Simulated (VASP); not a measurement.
Input of a VASP 6.6.1 run:

The input INCAR:

```
PREC = Accurate
ENCUT = 520
EDIFF = 1E-7
ISMEAR = -1
SIGMA = 0.01
LREAL = Auto
LASPH = T
NELM = 60
ALGO = Normal
ISIF = 2
LWAVE = F
LCHARG = F
GGA = PE
NBANDS = 242
NELECT = 392.0
```

The input KPOINTS:

```
Automatic mesh
0
Gamma
  1 1 1
  0.25 0.25 0.25
```

Contents of POSCAR:

```
Al32ClO48
1.0
    4.8078835200      2.7758328500      8.7484141900
   -4.8078835200      2.7758328500      8.7484141900
    0.0000000000     -5.5516656900      8.7484141900
Al O Cl
32 48 1
Direct
    0.3181450100      0.3206515400      0.3576819600
    0.4289536200      0.4338183600      0.4317119500
    0.0696557500      0.0749236300      0.0762360900
    0.1760873200      0.1804018500      0.1697500900
    0.3171098300      0.3212762200      0.8161117300
    0.4331529100      0.4308704000      0.8879521300
    0.0761087900      0.0749415800      0.5731126100
    0.1715665300      0.1712459200      0.6877376200
    0.3250374600      0.8332340200      0.3217128000
    0.4277084900      0.9284248800      0.4352018900
    0.0720961000      0.5818635200      0.0694451700
    0.1684707900      0.6797024500      0.1796751100
    0.3204213900      0.8197759600      0.8290112400
    0.4240507100      0.9248468400      0.9271879900
    0.0699296300      0.5734740500      0.5774090600
    0.1778204900      0.6804982900      0.6711789400
    0.8260273200      0.3267981300      0.3205704600
    0.9308114700      0.4306308900      0.4189604800
    0.5861679300      0.0732227800      0.0420162800
    0.6766340700      0.1652156000      0.2057403900
    0.8228879100      0.3229180700      0.8125609500
    0.9173975300      0.4257893800      0.9263374900
    0.5696300800      0.0726938400      0.5759524300
    0.6785014900      0.1805808300      0.6712584200
    0.8206890300      0.8262343400      0.3255371500
    0.9301012700      0.9252721000      0.4289207800
    0.5702679400      0.5749505600      0.0780463600
    0.6762805700      0.6809811700      0.1714654100
    0.8258227500      0.8205680300      0.8189534400
    0.9252267100      0.9294042800      0.9225195400
    0.5798703300      0.5795967300      0.5594943700
    0.6759056900      0.6746927300      0.6748548500
    0.2276215100      0.0386151800      0.3679287800
    0.4817097900      0.0914847800      0.3786410300
    0.0292377400      0.3778467900      0.2173146700
    0.3737127500      0.2187377400      0.0038775700
    0.1238501300      0.2793869600      0.4758777300
    0.2412592900      0.5079684400      0.1272259800
    0.2199780900      0.0266027700      0.8810125900
    0.4746789500      0.1208168500      0.7758611000
    0.0203506000      0.3748843000      0.7260601400
    0.3569893500      0.2375449600      0.5561229300
    0.1173028900      0.2799976900      0.9683427300
    0.2684752700      0.4823633900      0.6242169800
    0.2173071700      0.5334867300      0.3787195100
    0.4708637300      0.6334150900      0.2795721500
    0.0270925400      0.8764435200      0.2228484400
    0.3728717800      0.7219261600      0.0306008200
    0.1268754100      0.7837606900      0.4699616300
    0.2766784800      0.9726628700      0.1254763900
    0.2186130000      0.5329243900      0.8701445300
    0.4716756800      0.6263948500      0.7724061100
    0.0309940700      0.8755045700      0.7161959800
    0.3760658500      0.7304139100      0.5219228400
    0.1158024000      0.7930247100      0.9673015900
    0.2701743400      0.9674404600      0.6360399800
    0.7396566600      0.0201759500      0.3823933300
    0.9746352600      0.1272556400      0.2762896500
    0.5309165400      0.3778399600      0.2432363100
    0.8647557300      0.2211482000      0.0334522700
    0.6299462000      0.2762098800      0.4713291500
    0.7780235800      0.4740876900      0.1224902400
    0.7310272600      0.0108951700      0.8651824900
    0.9773755400      0.1226412000      0.7761260000
    0.5141176300      0.3935024500      0.6908282800
    0.8779513700      0.2247006400      0.5249101000
    0.6601645300      0.2687110700      0.8686964600
    0.7833106700      0.4808149200      0.6118485800
    0.7243877700      0.5307439600      0.3667158300
    0.9563015800      0.6358420100      0.2812847400
    0.5298997900      0.8856826900      0.2144854400
    0.8750625900      0.7233103300      0.0251238400
    0.6277159600      0.7738437200      0.4719892100
    0.7700815200      0.9808169000      0.1238160400
    0.7122239200      0.5234185900      0.8799128700
    0.9673258100      0.6237306300      0.7783730300
    0.5259735600      0.8729093100      0.7228840000
    0.8750197800      0.7202266500      0.5319874400
    0.6237253900      0.7762218300      0.9714838700
    0.7801031800      0.9707637000      0.6239016600
    0.4705464400      0.2794355400      0.1236881700
```

Potentials or basis: VASP PAW PBE potentials, release 64 (Al, O, Cl).

Launch:

```sh
$ cat potpaw_PBE.64/Al/POTCAR potpaw_PBE.64/O/POTCAR potpaw_PBE.64/Cl/POTCAR > POTCAR
$ mpirun -np 1 vasp_std > vasp.out
```

Question: Predict the largest force.

Answer: 0.063 eV/Å.

Forces on the atoms (eV/Å):
```
Al  -0.037  0.035 -0.017
Al  -0.008 -0.013  0.007
Al  -0.003  0.001 -0.005
Al   0.000 -0.005  0.001
Al  -0.007  0.008 -0.014
Al   0.000  0.002  0.002
Al  -0.008 -0.001  0.003
Al   0.003  0.004  0.005
Al   0.000 -0.001 -0.007
Al   0.005 -0.011 -0.013
Al  -0.009 -0.001 -0.018
Al  -0.019  0.018  0.023
Al   0.001  0.010  0.000
Al  -0.003 -0.001  0.004
Al  -0.004 -0.001  0.001
Al  -0.002  0.001 -0.001
Al  -0.002 -0.001 -0.002
Al   0.000  0.002  0.005
Al  -0.013 -0.012  0.010
Al  -0.021  0.010 -0.002
Al   0.005  0.003  0.005
Al  -0.002 -0.002  0.005
Al   0.001  0.006 -0.004
Al   0.007 -0.012  0.002
Al  -0.018 -0.003 -0.007
Al   0.006  0.007 -0.003
Al   0.000  0.002  0.001
Al  -0.005  0.001  0.007
Al   0.002 -0.008  0.005
Al  -0.020  0.004  0.003
Al  -0.002  0.001 -0.006
Al  -0.004  0.001 -0.004
O    0.013  0.004 -0.004
O   -0.007  0.039  0.019
O   -0.006 -0.014 -0.001
O   -0.012 -0.004  0.021
O    0.007 -0.024 -0.002
O    0.053 -0.028  0.018
O    0.022 -0.006  0.006
O    0.002  0.023  0.001
O   -0.010 -0.011  0.000
O    0.005  0.023  0.000
O    0.011 -0.004  0.004
O   -0.027 -0.001  0.000
O    0.031 -0.001  0.006
O    0.012  0.005 -0.003
O   -0.005 -0.019  0.008
O   -0.008  0.013 -0.003
O    0.013 -0.020  0.005
O   -0.019  0.000  0.002
O    0.027 -0.008  0.003
O   -0.002  0.009  0.004
O   -0.009 -0.019 -0.002
O   -0.008  0.011 -0.001
O    0.025 -0.023  0.005
O   -0.016 -0.001  0.001
O    0.019 -0.003  0.004
O    0.015  0.004  0.000
O   -0.007  0.004 -0.031
O   -0.008  0.007 -0.001
O    0.002 -0.018  0.001
O   -0.018  0.000 -0.006
O    0.011  0.006 -0.006
O    0.010  0.018 -0.001
O    0.005 -0.021 -0.001
O   -0.009  0.018 -0.001
O   -0.004 -0.026 -0.005
O   -0.019 -0.004  0.000
O    0.024  0.002 -0.003
O    0.015  0.019 -0.007
O   -0.008 -0.013 -0.004
O   -0.004  0.015 -0.004
O    0.010 -0.022 -0.001
O   -0.018  0.002  0.001
O    0.016 -0.004  0.003
O    0.015  0.020 -0.005
O   -0.009 -0.018  0.001
O   -0.007  0.021  0.005
O    0.013 -0.005 -0.002
O   -0.022  0.002  0.000
Cl   0.046  0.002 -0.012
```

Caveat: the k points lie up to 0.79 Å⁻¹ apart; the cell carries a net charge on a neutralising background, which shifts energy and pressure.
